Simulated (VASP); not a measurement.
Wanted: the native input for a VASP 6.6.1 run.

* Task: relaxation of cell and atoms
* Functional: PBE
* Potentials or basis: VASP PAW PBE potentials, release 64 (Ti_sv, Si, Te)
* Cutoff: 600 eV
* k mesh: 6 × 6 × 2
* Occupations: gaussian, width 0.1 eV
* Spin: no spin polarisation
* Dipole correction: no
* Further INCAR settings: ALGO = Normal; EDIFF = 1e-07; IBRION = 2; EDIFFG = -0.04; NSW = 90; ISIF = 3

The structure of TiSiTe4 lies in POSCAR:

```
TiSiTe4
1.0
    4.3443409700      0.0000000000      0.0000000000
   -2.1721704800      3.7623096400      0.0000000000
    0.0000000000      0.0000000000     10.0011608500
Ti Si Te
1 1 4
Direct
    0.0000000000      0.0000000000      0.8736953100
    0.0000000000      0.0000000000      0.4404636000
    0.3333333300      0.6666666700      0.4232875200
    0.6666666700      0.3333333300      0.4232875200
    0.3333333300      0.6666666700      0.9329338500
    0.6666666700      0.3333333300      0.9329338500
```

The cell was generated, and may not be a known phase.

One way to write it, as run:

INCAR

```
SYSTEM = TiSiTe4
  ALGO = Normal
  EDIFF = 1E-7
  EDIFFG = -0.04
  ENCUT = 600
  GGA = PE
  IBRION = 2
  ISIF = 3
  ISMEAR = 0
  LASPH = .True.
  LCHARG = .False.
  LREAL = .False.
  LWAVE = .False.
  NELM = 80
  NSW = 90
  PREC = Accurate
  SIGMA = 0.1
```

KPOINTS

```
k-points
0
Gamma
  6 6 2
  0 0 0
```

Potentials or basis: VASP PAW PBE potentials, release 64 (Ti_sv, Si, Te).

Run with:

```bash
$ cat potpaw_PBE.64/Ti_sv/POTCAR potpaw_PBE.64/Si/POTCAR potpaw_PBE.64/Te/POTCAR > POTCAR
$ mpirun -np 1 vasp_std > vasp.out
```

It gave:

| Property | Result |
| --- | --- |
| Relaxed volume | 26.40 Å³/atom |
| Relaxed cell | a = 5.381 Å, b = 5.381 Å, c = 6.319 Å, α = 90.00°, β = 90.00°, γ = 120.00° |
| Space group after relaxing (to 0.1 Å) | P6mm (No. 183) |
| Energy gained by relaxing | 2134.3 meV/atom |
| Ionic steps | 48 |
| Pressure after relaxing | 0.0 GPa |
| Largest force after relaxing | 0.034 eV/Å |
| Band gap on the k mesh | zero (bands 20 and 21 overlap by 0.95 eV) |

Caveat: a cell axis changed by over 15 % at a fixed basis, so the end point is rough; spin-orbit coupling is left out, which moves the levels of the heavy elements.

Wall time 34 min on 1 thread of Intel(R) Xeon(R) 6975P-C (Granite Rapids), on a shared host, peak memory 0.38 GiB.
